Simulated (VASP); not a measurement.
# Ru in VASP: a series of runs

The runs below take Ru through single point, with PBE.

All numbers are computed with VASP 6.6.1; they aren't measurements. Logs are shortened: lines on timing, memory, paths and dates and some standing lists are left out, and cuts for length are marked.

### Step 1. The cell of the first run

The cell holds a slab with vacuum, 16 atoms: a = 5.440 Å, b = 5.440 Å, c = 22.445 Å, α = 90.00°, β = 90.00°, γ = 120.00°.

### Step 2. Single point, PBE

The input, INCAR:

```
PREC = Accurate ; ENCUT = 520
EDIFF = 1E-7 ; ISMEAR = 0
SIGMA = 0.1 ; LREAL = Auto
LASPH = True ; NELM = 100
ALGO = Normal ; ISIF = 2
LWAVE = False ; LCHARG = True
LDIPOL = True ; IDIPOL = 3
DIPOL = 0.5 0.5 0.499 ; GGA = PE
LELF = True ; LVHAR = True
LVACPOTAV = True ; NBANDS = 126
```

The input, KPOINTS:

```
regular mesh
0
Gamma
  4 4 1
```

The input, POSCAR:

```
Ru
1.0
    5.4400501816      0.0000000000      0.0000000000
   -2.7200250908      4.7112216551      0.0000000000
    0.0000000000      0.0000000000     22.4451542449
Ru
16
Direct
    0.3333333333      0.1666666667      0.3564243717
    0.3333333333      0.6666666667      0.3564243717
    0.8333333333      0.1666666667      0.3564243717
    0.8333333333      0.6666666667      0.3564243717
    0.1666666667      0.3333333333      0.4521414572
    0.1666666667      0.8333333333      0.4521414572
    0.6666666667      0.3333333333      0.4521414572
    0.6666666667      0.8333333333      0.4521414572
    0.3333333333      0.1666666667      0.5483207633
    0.3333333333      0.6666666667      0.5483207633
    0.8333333333      0.1666666667      0.5483207633
    0.8333333333      0.6666666667      0.5483207633
    0.1666666667      0.3333333333      0.6402730322
    0.1666666667      0.8333333333      0.6402730322
    0.6666666667      0.3333333333      0.6402730322
    0.6666666667      0.8333333333      0.6402730322
```

Potentials or basis: VASP PAW PBE potentials, release 64 (Ru_pv).

The run is started by

```console
$ cat potpaw_PBE.64/Ru_pv/POTCAR > POTCAR
$ mpirun -np 1 vasp_std > vasp.out
```

OUTCAR:

```text
PREC = Accurate
   ENCUT = 520
   EDIFF = 1E-7
   ISMEAR = 0
   LREAL = Auto
   LASPH = True
   NELM = 100
   ISIF = 2
   GGA = PE

 ion  position               nearest neighbor table
   1  0.333  0.167  0.356-   5 2.66   6 2.66   7 2.66   4 2.72   2 2.72   2 2.72   4 2.72   3 2.72
                             3 2.72
   2  0.333  0.667  0.356-   6 2.66   5 2.66   8 2.66   3 2.72   1 2.72   1 2.72   3 2.72   4 2.72
                             4 2.72
   3  0.833  0.167  0.356-   7 2.66   8 2.66   5 2.66   4 2.72   2 2.72   4 2.72   2 2.72   1 2.72
                             1 2.72
   4  0.833  0.667  0.356-   8 2.66   7 2.66   6 2.66   3 2.72   1 2.72   3 2.72   1 2.72   2 2.72
                             2 2.72
   5  0.167  0.333  0.452-   1 2.66   2 2.66   3 2.66   9 2.67  10 2.67  11 2.67   8 2.72   6 2.72
                             6 2.72   8 2.72   7 2.72   7 2.72
   6  0.167  0.833  0.452-   2 2.66   1 2.66   4 2.66  10 2.67   9 2.67  12 2.67   7 2.72   5 2.72
                             5 2.72   7 2.72   8 2.72   8 2.72
   7  0.667  0.333  0.452-   3 2.66   4 2.66   1 2.66  11 2.67  12 2.67   9 2.67   8 2.72   6 2.72
                             8 2.72   6 2.72   5 2.72   5 2.72
   8  0.667  0.833  0.452-   4 2.66   3 2.66   2 2.66  12 2.67  11 2.67  10 2.67   7 2.72   5 2.72
                             7 2.72   5 2.72   6 2.72   6 2.72
   9  0.333  0.167  0.548-  13 2.59  14 2.59  15 2.59   5 2.67   6 2.67   7 2.67  12 2.72  10 2.72
                            10 2.72  12 2.72  11 2.72  11 2.72
  10  0.333  0.667  0.548-  14 2.59  13 2.59  16 2.59   6 2.67   5 2.67   8 2.67  11 2.72   9 2.72
                             9 2.72  11 2.72  12 2.72  12 2.72
  11  0.833  0.167  0.548-  15 2.59  16 2.59  13 2.59   7 2.67   8 2.67   5 2.67  12 2.72  10 2.72
                            12 2.72  10 2.72   9 2.72   9 2.72
[... 15 lines left out ...]
  Lattice vectors:

 A1 = (   5.4400501816,   0.0000000000,   0.0000000000)
 A2 = (  -2.7200250908,   4.7112216551,   0.0000000000)
 A3 = (   0.0000000000,   0.0000000000,  22.4451542449)

Analysis of symmetry for initial positions (statically):
=====================================================================
 Subroutine PRICEL returns following result:

  LATTYP: Found a hexagonal cell.
 ALAT       =     2.7200250908
 C/A-ratio  =     8.2518188236

  Lattice vectors:

 A1 = (   2.7200250908,   0.0000000000,   0.0000000000)
 A2 = (  -1.3600125454,   2.3556108276,   0.0000000000)
 A3 = (   0.0000000000,   0.0000000000,  22.4451542449)

   4 primitive cells build up your supercell.

 Routine SETGRP: Setting up the symmetry group for a
 hexagonal supercell.

 Subroutine GETGRP returns: Found  6 space group operations
 (whereof  6 operations were pure point group operations)
 out of a pool of 24 trial point group operations.

The static configuration has the point symmetry C_3v.

Analysis of symmetry for dynamics (positions and initial velocities):
=====================================================================
 Subroutine PRICEL returns following result:

  LATTYP: Found a hexagonal cell.
 ALAT       =     2.7200250908
 C/A-ratio  =     8.2518188236

  Lattice vectors:

 A1 = (   2.7200250908,   0.0000000000,   0.0000000000)
 A2 = (  -1.3600125454,   2.3556108276,   0.0000000000)
 A3 = (   0.0000000000,   0.0000000000,  22.4451542449)

   4 primitive cells build up your supercell.

 Routine SETGRP: Setting up the symmetry group for a
 hexagonal supercell.

 Subroutine GETGRP returns: Found  6 space group operations
 (whereof  6 operations were pure point group operations)
 out of a pool of 24 trial point group operations.

The dynamic configuration has the point symmetry C_3v.

 Subroutine INISYM returns: Found  6 space group operations
 (whereof  6 operations are pure point group operations),
 and found     4 'primitive' translations

----------------------------------------------------------------------------------------

                                     Primitive cell

  volume of cell :     143.8133

  direct lattice vectors                    reciprocal lattice vectors
     2.720025091  0.000000000  0.000000000     0.367643667  0.212259170  0.000000000
    -1.360012545  2.355610828  0.000000000     0.000000000  0.424518341  0.000000000
     0.000000000  0.000000000 22.445154245     0.000000000  0.000000000  0.044553046

  length of vectors
     2.720025091  2.720025091 22.445154245     0.424518341  0.424518341  0.044553046

  position of ions in fractional coordinates (direct lattice)
     0.666666667  0.333333333  0.356424372
     0.333333333  0.666666667  0.452141457
     0.666666667  0.333333333  0.548320763
     0.333333333  0.666666667  0.640273032

  ion indices of the primitive-cell ions
   primitive index   ion index
                 1           1
                 2           5
                 3           9
                 4          13

----------------------------------------------------------------------------------------

 KPOINTS: regular mesh

Automatic generation of k-mesh.
 Grid dimensions read from file:
 generate k-points for:    4    4    1

 Generating k-lattice:

  Cartesian coordinates                     Fractional coordinates (reciprocal lattice)
     0.045955458  0.026532396  0.000000000     0.250000000  0.000000000  0.000000000
     0.000000000  0.053064793  0.000000000     0.000000000  0.250000000  0.000000000
     0.000000000  0.000000000  0.044553046     0.000000000  0.000000000  1.000000000

  Length of vectors
     0.053064793  0.053064793  0.044553046

  Shift w.r.t. Gamma in fractional coordinates (k-lattice)
     0.000000000  0.000000000  0.000000000

 Subroutine IBZKPT returns following result:
 ===========================================

 Found      4 irreducible k-points:

 Following reciprocal coordinates:
            Coordinates               Weight
  0.000000  0.000000  0.000000      1.000000
  0.250000  0.000000  0.000000      6.000000
  0.500000  0.000000  0.000000      3.000000
  0.250000  0.250000  0.000000      6.000000
   k-points           NKPTS =      4   k-points in BZ     NKDIM =      4   number of bands    NBANDS=    126
   number of dos      NEDOS =    301   number of ions     NIONS =     16
   total plane-waves  NPLWV = 268800
   dimension x,y,z NGX =    40 NGY =   40 NGZ =  168
   dimension x,y,z NGXF=    80 NGYF=   80 NGZF=  336
   ions per type =              16
   NGX,Y,Z   is equivalent  to a cutoff of  12.22, 12.22, 12.44 a.u.
   NGXF,Y,Z  is equivalent  to a cutoff of  24.45, 24.45, 24.89 a.u.
 SYSTEM =  unknown system
   PREC   = accura    normal or accurate (medium, high low for compatibility)
   ISTART =      0    job   : 0-new  1-cont  2-samecut
   ICHARG =      2    charge: 1-file 2-atom 10-const
   ISPIN  =      1    spin polarized calculation?
   LNONCOLLINEAR =      F non collinear calculations
   LSORBIT =      F    spin-orbit coupling
   LASPH  =      T    aspherical Exc in radial PAW
   ENCUT  =  520.0 eV  38.22 Ry    6.18 a.u.  10.11 10.11 41.73*2*pi/ulx,y,z
   NELM   =    100;   NELMIN=  2; NELMDL= -5     # of ELM steps
   EDIFF  = 0.1E-06   stopping-criterion for ELM
   LREAL  =      T    real-space projection
   EDIFFG = 0.1E-05   stopping-criterion for IOM
   NSW    =      0    number of steps for IOM
   IBRION =     -1    ionic relax: 0-MD 1-quasi-New 2-CG
   NFREE  =      0    steps in history (QN), initial steepest desc. (CG)
   ISIF   =      2    stress and relaxation
   ISYM   =      2    0-nonsym 1-usesym 2-fastsym
   POTIM  = 0.5000    time-step for ionic-motion
   TEBEG  =    0.0;   TEEND  =   0.0 temperature during run
   PSTRESS=    0.0 pullay stress
   NELECT =     224.0000    total number of electrons
   NUPDOWN=      -1.0000    fix difference up-down
   EMIN   =  10.00;   EMAX   =-10.00  energy-range for DOS
   EFERMI =   0.00;   METHOD = LEGACY
   ISMEAR =     0;   SIGMA  =   0.10  broadening in eV -4-tet -1-fermi 0-gaus
   EFERMI_NEDOS =   21; number of points for ismear=-14 and -15
   IALGO  =     38    algorithm
   IMIX   =      4    mixing-type and parameters
     AMIX     =   0.40;   BMIX     =  1.00
     AMIX_MAG =   1.60;   BMIX_MAG =  1.00
  volume/ion in A,a.u.               =      35.95       242.63
  Fermi-wavevector in a.u.,A,eV,Ry     =   1.195468  2.259106 19.444669  1.429143
  Thomas-Fermi vector in A             =   2.331432
   LORBIT       =      0    0 simple, 1 ext, 2 COOP (PROOUT), +10 PAW based schemes
   GGA     = PE    functional components
   LHFCALC =     F    Hartree Fock is set to
   AEXX    =    0.0000 exact exchange contribution
   IVDW    =     0    specifies the selected vdW correction
   LEPSILON=     F    determine dielectric tensor
   LRPA    =     F    only Hartree local field effects (RPA)
 non-spin polarized calculation
 Gauss-broadening in eV      SIGMA  =   0.10
  energy-cutoff  :      520.00
  volume of cell :      575.25
 maximum number of plane-waves:     15545
   NGX = 21   NGY = 21   NGZ = 83

 dipolmoment           0.000000      0.000000      0.101058 electrons x Angstroem

 number of electron     224.0000055 magnetization

 dipolmoment           0.000000      0.000000     -0.007598 electrons x Angstroem

 Free energy of the ion-electron system (eV)
  ---------------------------------------------------
  ext. energy  EPLUGINS =         0.00000000
  ---------------------------------------------------
  free energy    TOTEN  =      -139.20050774 eV

  energy without entropy =     -139.04645095  energy(sigma->0) =     -139.12347935

 E-fermi :   1.8390     XC(G=0):  -6.2619

 val. band max:        1.7680152374   @ k =   0.2500   0.0000   0.0000
 cond. band min:       1.8410661564   @ k =   0.5000   0.0000   0.0000
 fundamental gap:      0.0730509191
 Fermi energy:         1.8390106011

 k-point     1 :       0.0000    0.0000    0.0000
  band No.  band energies     occupation
      1     -41.7937      2.00000
      2     -41.7937      2.00000
      3     -41.7937      2.00000
      4     -41.7667      2.00000
      5     -41.7034      2.00000
      6     -41.7034      2.00000
[... 497 lines left out ...]
    123       2.6511      0.00000
    124       2.8465      0.00000
 [bands above 124 left out]

------------------------ aborting loop because EDIFF is reached ----------------------------------------

  FORCE on cell =-STRESS in cart. coord.  units (eV):
  Direction    XX          YY          ZZ          XY          YZ          ZX
  --------------------------------------------------------------------------------------
  -------------------------------------------------------------------------------------
  Total      -12.9729043    -12.9729043     -6.1390106      0.0000000      0.0000000     -0.0000000
  in kB      -36.1317302    -36.1317302    -17.0981816      0.0000000      0.0000000     -0.0000000
  external PRESSURE =     -29.7872140 kB  Pullay stress =       0.0000000 kB

 VOLUME and BASIS-vectors are now :
 -----------------------------------------------------------------------------
  energy-cutoff  :      520.00
  volume of cell :      575.25
      direct lattice vectors                 reciprocal lattice vectors
     5.440050182  0.000000000  0.000000000     0.183821834  0.106129585  0.000000000
    -2.720025091  4.711221655  0.000000000     0.000000000  0.212259170  0.000000000
     0.000000000  0.000000000 22.445154245     0.000000000  0.000000000  0.044553046

 POSITION                                       TOTAL-FORCE (eV/Angst)
 -----------------------------------------------------------------------------------
      1.36001      0.78520      8.00000         0.000000      0.000000      0.718843
     -0.00000      3.14081      8.00000         0.000000     -0.000000      0.718843
      4.08004      0.78520      8.00000        -0.000000      0.000000      0.718843
      2.72003      3.14081      8.00000         0.000000      0.000000      0.718843
      0.00000      1.57041     10.14838         0.000000     -0.000000     -0.717836
     -1.36001      3.92602     10.14838        -0.000000     -0.000000     -0.717836
[... 8 lines left out ...]
      2.72003      1.57041     14.37103        -0.000000      0.000000      0.029361
      1.36001      3.92602     14.37103         0.000000     -0.000000      0.029361
 -----------------------------------------------------------------------------------
    total drift:                               -0.000000      0.000000      0.014281

  FREE ENERGIE OF THE ION-ELECTRON SYSTEM (eV)
  ---------------------------------------------------
  free  energy   TOTEN  =      -139.2005077396 eV

  energy  without entropy=     -139.0464509538  energy(sigma->0) =     -139.12347935

 vacuum level on the upper side and lower side of the slab         6.764         6.818
```

It took 7.9 min on 1 thread of Intel Xeon 6975P-C (Granite Rapids), shared host; peak memory 0.63 GiB.

What came out:

* Free energy: -139.2005 eV
* Largest force: 0.719 eV/Å
* Band gap on the k mesh: zero (bands 112 and 113 overlap by 1.19 eV)

Forces in eV/Å, atoms in the order of the input:
```
Ru   0.000  0.000  0.719
Ru   0.000  0.000  0.719
Ru   0.000  0.000  0.719
Ru   0.000  0.000  0.719
Ru   0.000  0.000 -0.718
Ru   0.000  0.000 -0.718
Ru   0.000  0.000 -0.718
Ru   0.000  0.000 -0.718
Ru   0.000  0.000 -0.030
Ru   0.000  0.000 -0.030
Ru   0.000  0.000 -0.030
Ru   0.000  0.000 -0.030
Ru   0.000  0.000  0.029
Ru   0.000  0.000  0.029
Ru   0.000  0.000  0.029
Ru   0.000  0.000  0.029
```

### Step 3. Single point, PBE

INCAR is that of step 2.

KPOINTS is that of step 2.

The input, POSCAR:

```
Ru
1.0
    5.4400501815      0.0000000000      0.0000000000
   -2.7200250907      4.7112216550      0.0000000000
    0.0000000000      0.0000000000     22.4451542447
Ru
16
Direct
    0.3333333333      0.1666666667      0.3564243717
    0.3333333333      0.6666666667      0.3564243717
    0.8333333333      0.1666666667      0.3564243717
    0.8333333333      0.6666666667      0.3564243717
    0.1666666667      0.3333333333      0.4521414572
    0.1666666667      0.8333333333      0.4521414572
    0.6666666667      0.3333333333      0.4521414572
    0.6666666667      0.8333333333      0.4521414572
    0.3333333333      0.1666666667      0.5483207637
    0.3333333333      0.6666666667      0.5483207637
    0.8333333333      0.1666666667      0.5483207637
    0.8333333333      0.6666666667      0.5483207637
    0.1666666667      0.3333333333      0.6402730303
    0.1666666667      0.8333333333      0.6402730303
    0.6666666667      0.3333333333      0.6402730303
    0.6666666667      0.8333333333      0.6402730303
```

Potentials or basis: VASP PAW PBE potentials, release 64 (Ru_pv).

The run is started by

```console
$ cat potpaw_PBE.64/Ru_pv/POTCAR > POTCAR
$ mpirun -np 1 vasp_std > vasp.out
```

Wall time 23 min (1 thread of Intel Xeon 8259CL, shared host); peak memory 0.65 GiB.

It converged, with:

| Item | Value |
| --- | --- |
| Free energy | -139.2005 eV |
| Largest force | 0.719 eV/Å |
| Band gap on the k mesh | zero (bands 112 and 113 overlap by 1.19 eV) |

Forces on the atoms (eV/Å):
```
Ru   0.000  0.000  0.719
Ru   0.000  0.000  0.719
Ru   0.000  0.000  0.719
Ru   0.000  0.000  0.719
Ru   0.000  0.000 -0.718
Ru   0.000  0.000 -0.718
Ru   0.000  0.000 -0.718
Ru   0.000  0.000 -0.718
Ru   0.000  0.000 -0.030
Ru   0.000  0.000 -0.030
Ru   0.000  0.000 -0.030
Ru   0.000  0.000 -0.030
Ru   0.000  0.000  0.029
Ru   0.000  0.000  0.029
Ru   0.000  0.000  0.029
Ru   0.000  0.000  0.029
```

Levels at points of the mesh, in eV from the Fermi level:
```csv
k point,band 109,band 110,band 111,band 112,band 113,band 114
"(0.00, 0.00, 0.00)",0.15,0.15,0.95,0.95,1.02,1.02
"(0.50, 0.00, 0.00)",-0.59,-0.59,-0.59,-0.59,-0.08,-0.08
```
